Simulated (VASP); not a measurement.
# Al2PtSe4 (I-4) in VASP: single point with PBE

Aim: the single point of Al2PtSe4 with PBE.

All numbers are computed with VASP 6.6.1; they aren't measurements. Logs are shortened: lines on timing, memory, paths and dates and some standing lists are left out, and cuts for length are marked.

### 1 The cell of the first run

Symmetry: I-4, No. 82, tetragonal system. The conventional cell has a = 5.482 Å, b = 5.482 Å, c = 10.858 Å, α = 90.00°, β = 90.00°, γ = 90.00°. Within 3.2 Å of Pt (site symmetry -4) lie 4 Se at 2.43 Å. Within 3.1 Å of Al (site symmetry -4) lie 4 Se at 2.37 Å. Al (site symmetry -4) has 4 Se at 2.37 Å within 3.1 Å. Within 3.1 Å of Se (site symmetry 1) lie 2 Al at 2.37 Å and 1 Pt at 2.43 Å.

### 2 Single point, PBE

INCAR reads:

```
ALGO = Normal
EDIFF = 1E-6
ENCUT = 520
GGA = PE
ISIF = 2
ISMEAR = 0
LASPH = True
LCHARG = True
LELF = True
LREAL = False
LVHAR = True
LWAVE = False
NBANDS = 29
NELM = 60
PREC = Accurate
SIGMA = 0.0432
```

KPOINTS reads:

```
k-points
0
Gamma
  7 7 7
```

POSCAR reads:

```
Al2PtSe4
1.0
    0.0000000000      5.4818710000      0.0000000000
    5.4818710000      0.0000000000      0.0000000000
    2.7409350000      2.7409350000     -5.4290740000
Pt Al Se
1 2 4
Direct
    0.0000000000      0.0000000000      0.0000000000
    0.7500000000      0.2500000000      0.5000000000
    0.5000000000      0.5000000000      0.0000000000
    0.3800000000      0.3900000000      0.7400000000
    0.6100000000      0.1200000000      0.2600000000
    0.8800000000      0.8700000000      0.7400000000
    0.1300000000      0.6200000000      0.2600000000
```

Potentials or basis: VASP PAW PBE potentials, release 64 (Pt, Al, Se).

Launch:

```console
$ cat potpaw_PBE.64/Pt/POTCAR potpaw_PBE.64/Al/POTCAR potpaw_PBE.64/Se/POTCAR > POTCAR
$ mpirun -np 1 vasp_std > vasp.out
```

OUTCAR:

```text
EDIFF = 1E-6
   ENCUT = 520
   GGA = PE
   ISIF = 2
   ISMEAR = 0
   LASPH = True
   LREAL = False
   NELM = 60
   PREC = Accurate

 ion  position               nearest neighbor table
   1  0.000  0.000  0.000-   6 2.43   7 2.43   5 2.43   4 2.43
   2  0.750  0.250  0.500-   5 2.37   4 2.37   6 2.37   7 2.37
   3  0.500  0.500  0.000-   4 2.37   7 2.37   5 2.37   6 2.37
   4  0.380  0.390  0.740-   3 2.37   2 2.37   1 2.43
   5  0.610  0.120  0.260-   3 2.37   2 2.37   1 2.43
   6  0.880  0.870  0.740-   3 2.37   2 2.37   1 2.43
   7  0.130  0.620  0.260-   3 2.37   2 2.37   1 2.43

  LATTYP: Found a body centered tetragonal cell.
 ALAT       =     5.4818710000
 C/A-ratio  =     1.9807375985

  Lattice vectors:

 A1 = (  -2.7409350000,   2.7409360000,   5.4290740000)
 A2 = (   2.7409360000,  -2.7409350000,   5.4290740000)
 A3 = (   2.7409350000,   2.7409350000,  -5.4290740000)

Analysis of symmetry for initial positions (statically):
=====================================================================
 Subroutine PRICEL returns:
 Original cell was already a primitive cell.

 Routine SETGRP: Setting up the symmetry group for a
 body centered tetragonal supercell.

 Subroutine GETGRP returns: Found  4 space group operations
 (whereof  4 operations were pure point group operations)
 out of a pool of 16 trial point group operations.

The static configuration has the point symmetry S_4 .

Analysis of symmetry for dynamics (positions and initial velocities):
=====================================================================
 Subroutine PRICEL returns:
 Original cell was already a primitive cell.

 Routine SETGRP: Setting up the symmetry group for a
 body centered tetragonal supercell.

 Subroutine GETGRP returns: Found  4 space group operations
 (whereof  4 operations were pure point group operations)
 out of a pool of 16 trial point group operations.

The dynamic configuration has the point symmetry S_4 .

 Subroutine INISYM returns: Found  4 space group operations
 (whereof  4 operations are pure point group operations),
 and found     1 'primitive' translations

----------------------------------------------------------------------------------------

                                     Primitive cell

  volume of cell :     163.1486

  direct lattice vectors                    reciprocal lattice vectors
     0.000000000  5.481871000  0.000000000     0.000000000  0.182419470  0.092096720
     5.481871000  0.000000000  0.000000000     0.182419470  0.000000000  0.092096720
     2.740935000  2.740935000 -5.429074000     0.000000000  0.000000000 -0.184193474

  length of vectors
     5.481871000  5.481871000  6.670854057     0.204349379  0.204349379  0.184193474

  position of ions in fractional coordinates (direct lattice)
     0.000000000  0.000000000  0.000000000
     0.750000000  0.250000000  0.500000000
     0.500000000  0.500000000  0.000000000
     0.380000000  0.390000000  0.740000000
     0.610000000  0.120000000  0.260000000
     0.880000000  0.870000000  0.740000000
     0.130000000  0.620000000  0.260000000

  ion indices of the primitive-cell ions
   primitive index   ion index
                 1           1
                 2           2
                 3           3
                 4           4
                 5           5
                 6           6
                 7           7

----------------------------------------------------------------------------------------

 KPOINTS: k-points

Automatic generation of k-mesh.
 Grid dimensions read from file:
 generate k-points for:    7    7    7

 Generating k-lattice:

  Cartesian coordinates                     Fractional coordinates (reciprocal lattice)
     0.000000000  0.026059924  0.013156674     0.142857143  0.000000000  0.000000000
     0.026059924  0.000000000  0.013156674     0.000000000  0.142857143  0.000000000
     0.000000000  0.000000000 -0.026313353     0.000000000  0.000000000  0.142857143

  Length of vectors
     0.029192768  0.029192768  0.026313353

  Shift w.r.t. Gamma in fractional coordinates (k-lattice)
     0.000000000  0.000000000  0.000000000

 Subroutine IBZKPT returns following result:
 ===========================================

 Found     52 irreducible k-points:

 Following reciprocal coordinates:
            Coordinates               Weight
  0.000000  0.000000  0.000000      1.000000
  0.142857  0.000000  0.000000      8.000000
  0.285714  0.000000  0.000000      8.000000
  0.428571  0.000000  0.000000      8.000000
  0.142857  0.142857  0.000000      8.000000
  0.285714  0.142857  0.000000      8.000000
[... 16 lines left out ...]
  0.000000  0.000000  0.142857      2.000000
  0.285714  0.000000  0.142857      4.000000
 [... further k-points ...]
   k-points           NKPTS =     52   k-points in BZ     NKDIM =     52   number of bands    NBANDS=     29
   number of dos      NEDOS =    301   number of ions     NIONS =      7
   total plane-waves  NPLWV =  88200
   dimension x,y,z NGX =    42 NGY =   42 NGZ =   50
   dimension x,y,z NGXF=    84 NGYF=   84 NGZF=  100
   ions per type =               1   2   4
   NGX,Y,Z   is equivalent  to a cutoff of  12.74, 12.74, 12.46 a.u.
   NGXF,Y,Z  is equivalent  to a cutoff of  25.47, 25.47, 24.92 a.u.
 SYSTEM =  unknown system
   PREC   = accura    normal or accurate (medium, high low for compatibility)
   ISTART =      0    job   : 0-new  1-cont  2-samecut
   ICHARG =      2    charge: 1-file 2-atom 10-const
   ISPIN  =      1    spin polarized calculation?
   LNONCOLLINEAR =      F non collinear calculations
   LSORBIT =      F    spin-orbit coupling
   LASPH  =      T    aspherical Exc in radial PAW
   ENCUT  =  520.0 eV  38.22 Ry    6.18 a.u.  10.19 10.19 12.40*2*pi/ulx,y,z
   NELM   =     60;   NELMIN=  2; NELMDL= -5     # of ELM steps
   EDIFF  = 0.1E-05   stopping-criterion for ELM
   LREAL  =      F    real-space projection
   EDIFFG = 0.1E-04   stopping-criterion for IOM
   NSW    =      0    number of steps for IOM
   IBRION =     -1    ionic relax: 0-MD 1-quasi-New 2-CG
   NFREE  =      0    steps in history (QN), initial steepest desc. (CG)
   ISIF   =      2    stress and relaxation
   ISYM   =      2    0-nonsym 1-usesym 2-fastsym
   POTIM  = 0.5000    time-step for ionic-motion
   TEBEG  =    0.0;   TEEND  =   0.0 temperature during run
   PSTRESS=    0.0 pullay stress
   NELECT =      40.0000    total number of electrons
   NUPDOWN=      -1.0000    fix difference up-down
   EMIN   =  10.00;   EMAX   =-10.00  energy-range for DOS
   EFERMI =   0.00;   METHOD = LEGACY
   ISMEAR =     0;   SIGMA  =   0.04  broadening in eV -4-tet -1-fermi 0-gaus
   EFERMI_NEDOS =   21; number of points for ismear=-14 and -15
   IALGO  =     38    algorithm
   IMIX   =      4    mixing-type and parameters
     AMIX     =   0.40;   BMIX     =  1.00
     AMIX_MAG =   1.60;   BMIX_MAG =  1.00
  volume/ion in A,a.u.               =      23.31       157.28
  Fermi-wavevector in a.u.,A,eV,Ry     =   1.024630  1.936270 14.284301  1.049866
  Thomas-Fermi vector in A             =   2.158427
   LORBIT       =      0    0 simple, 1 ext, 2 COOP (PROOUT), +10 PAW based schemes
   GGA     = PE    functional components
   LHFCALC =     F    Hartree Fock is set to
   AEXX    =    0.0000 exact exchange contribution
   IVDW    =     0    specifies the selected vdW correction
   LEPSILON=     F    determine dielectric tensor
   LRPA    =     F    only Hartree local field effects (RPA)
 non-spin polarized calculation
 Gauss-broadening in eV      SIGMA  =   0.04
  energy-cutoff  :      520.00
  volume of cell :      163.15
 maximum number of plane-waves:      4413
 NGX is ok and might be reduce to    42
   NGX = 21   NGY = 21   NGZ = 25

 number of electron      40.0000000 magnetization

 Free energy of the ion-electron system (eV)
  ---------------------------------------------------
  ext. energy  EPLUGINS =         0.00000000
  ---------------------------------------------------
  free energy    TOTEN  =       -30.56534236 eV

  energy without entropy =      -30.55629470  energy(sigma->0) =      -30.56081853

 E-fermi :   4.1275     XC(G=0):  -9.3300

 val. band max:        4.1224134994   @ k =   0.4286   0.1429   0.0000
 cond. band min:       4.1297477475   @ k =  -0.1429  -0.4286  -0.0000
 fundamental gap:      0.0073342481
 Fermi energy:         4.1274741510

 k-point     1 :       0.0000    0.0000    0.0000
  band No.  band energies     occupation
      1     -10.1868      2.00000
      2      -8.8028      2.00000
      3      -8.8028      2.00000
      4      -8.7964      2.00000
      5      -2.5834      2.00000
      6      -1.4671      2.00000
[... 21 lines left out ...]
     28       9.6774      0.00000
     29       9.6774      0.00000

 k-point     2 :       0.1429    0.0000    0.0000
  band No.  band energies     occupation
      1     -10.1200      2.00000
      2      -8.8546      2.00000
      3      -8.8328      2.00000
      4      -8.8117      2.00000
      5      -2.5118      2.00000
      6      -1.5476      2.00000
[... 21 lines left out ...]
     28       9.6163      0.00000
     29       9.8765      0.00000

 k-point     3 :       0.2857    0.0000    0.0000
  band No.  band energies     occupation
      1      -9.9319      2.00000
      2      -9.0219      2.00000
      3      -8.8863      2.00000
      4      -8.8501      2.00000
      5      -2.3350      2.00000
      6      -1.6604      2.00000
[... 638 lines left out ...]
      5      -2.5255      2.00000
      6      -1.6168      2.00000
[... 21 lines left out ...]
     28       9.5391      0.00000
     29      10.0518      0.00000

 k-point    24 :       0.2857    0.0000    0.1429
  band No.  band energies     occupation
      1      -9.9811      2.00000
      2      -8.9540      2.00000
      3      -8.9386      2.00000
      4      -8.7931      2.00000
      5      -2.3699      2.00000
      6      -1.6125      2.00000
[... 21 lines left out ...]
     28       9.8535      0.00000
     29      10.2985      0.00000

 [... further k-points ...]

------------------------ aborting loop because EDIFF is reached ----------------------------------------

  FORCE on cell =-STRESS in cart. coord.  units (eV):
  Direction    XX          YY          ZZ          XY          YZ          ZX
  --------------------------------------------------------------------------------------
  -------------------------------------------------------------------------------------
  Total        5.9178323      5.9178323      6.3690630      0.0000027      0.0000006      0.0000006
  in kB       58.1152156     58.1152156     62.5464615      0.0000261      0.0000058      0.0000058
  external PRESSURE =      59.5922976 kB  Pullay stress =       0.0000000 kB

 VOLUME and BASIS-vectors are now :
 -----------------------------------------------------------------------------
  energy-cutoff  :      520.00
  volume of cell :      163.15
      direct lattice vectors                 reciprocal lattice vectors
     0.000000000  5.481871000  0.000000000     0.000000000  0.182419470  0.092096720
     5.481871000  0.000000000  0.000000000     0.182419470  0.000000000  0.092096720
     2.740935000  2.740935000 -5.429074000     0.000000000  0.000000000 -0.184193474

 POSITION                                       TOTAL-FORCE (eV/Angst)
 -----------------------------------------------------------------------------------
      0.00000      0.00000      0.00000        -0.000000     -0.000000      0.000000
      2.74094      5.48187     -2.71454         0.000000      0.000000      0.000000
      2.74094      2.74094      0.00000        -0.000000     -0.000000      0.000000
      4.16622      4.11140     -4.01751         0.515109     -0.294570      0.478340
      1.37047      4.05658     -1.41156        -0.294571     -0.515109     -0.478340
      6.79752      6.85234     -4.01751        -0.515108      0.294571      0.478340
      4.11140      1.42529     -1.41156         0.294570      0.515108     -0.478340
 -----------------------------------------------------------------------------------
    total drift:                               -0.000000      0.000001      0.000003

  FREE ENERGIE OF THE ION-ELECTRON SYSTEM (eV)
  ---------------------------------------------------
  free  energy   TOTEN  =       -30.5653423556 eV

  energy  without entropy=      -30.5562946969  energy(sigma->0) =      -30.56081853
```

Wall time 5 min (1 thread of Intel Xeon Platinum 8259CL at 2.50GHz (Skylake/Cascade Lake), shared host); peak memory 0.43 GiB.

What came out:

```
Free energy            : -30.5653 eV
Pressure               : 6.0 GPa
Largest force          : 0.762 eV/Å
Band gap on the k mesh : zero (bands 20 and 21 overlap by 0.50 eV)
```

Forces in eV/Å, atoms in the order of the input:
```
Pt   0.000  0.000  0.000
Al   0.000  0.000  0.000
Al   0.000  0.000  0.000
Se   0.515 -0.295  0.478
Se  -0.295 -0.515 -0.478
Se  -0.515  0.295  0.478
Se   0.295  0.515 -0.478
```

Levels at points of the mesh, in eV from the Fermi level:
```
           k point  band 16  band 17  band 18  band 19  band 20  band 21  band 22  band 23  band 24  band 25
(0.00, 0.00, 0.00)    -2.06    -2.06    -1.30     0.03     0.26     0.26     1.83     2.84     3.61     4.80
```

Caveat: the cell stands under pressure; spin-orbit coupling is left out, which moves the levels of the heavy elements.
